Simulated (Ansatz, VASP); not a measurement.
**GaAs in VASP and in Ansatz**

```
Ga As
1.0
     0.00000    2.83308    2.83308
     2.83308    0.00000    2.83308
     2.83308    2.83308    0.00000
Ga As
1 1
Direct
  0.00000 0.00000 0.00000
  0.25000 0.25000 0.25000
```

Alike in both runs: task single point; functional r2SCAN; k mesh 6 × 6 × 6; occupations fermi-dirac, width 0.05 eV; no spin polarisation.

|  | VASP | Ansatz |
| --- | --- | --- |
| version | VASP 6.6.1 | Ansatz 0.2.0 |
| potentials or method | VASP PAW PBE potentials, release 64 (Ga_d, As) | plane waves |
| plane-wave cutoff (eV) | 550 | 500 |
| valence electrons in the cell | 18 | 28 |

|  | VASP | Ansatz | Ansatz less VASP |
| --- | --- | --- | --- |
| pressure (GPa) | 0.1 | 0.0 | -0.12 |

VASP's potentials were made for PBE, not for r2SCAN. VASP's potentials hold 18 valence electrons a cell and Ansatz's 28, so a difference there can come from the potentials and not from the codes.
